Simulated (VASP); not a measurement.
**SbW (CsCl type): single point with PBEsol**

SbW (CsCl type):

```
W Sb
1.0
     3.10259    0.00000    0.00000
     0.00000    3.10259    0.00000
     0.00000    0.00000    3.10259
W Sb
1 1
Direct
  0.00000 0.00000 0.00000
  0.50000 0.50000 0.50000
```

```json
{"Program": "VASP 6.6.1", "Task": "single point", "Functional": "PBEsol", "Potentials or basis": "VASP PAW PBE potentials, release 64 (W_sv, Sb)", "Cutoff": "520 eV", "k mesh": "13 × 13 × 13", "Occupations": "fermi-dirac, width 0.05 eV", "Spin": "no spin polarisation"}
```

The pressure is 53.0 GPa and the band gap on the k mesh is zero (an odd number of electrons rules out a gap without spin polarisation).

Levels at points of the mesh, in eV from the Fermi level:
```
           k point  band 7  band 8  band 9  band 10  band 11  band 12
(0.00, 0.00, 0.00)   -4.06    1.07    1.07     1.07     1.32     1.32
```

It took 10 s on 1 thread of Intel(R) Xeon(R) 6975P-C (Granite Rapids) (shared host), peak memory 0.16 GiB.

Caveat: the cell stands under pressure; the PAW data sets were made with another functional, which shifts forces and pressure a little; spin-orbit coupling is left out, which moves the levels of the heavy elements.
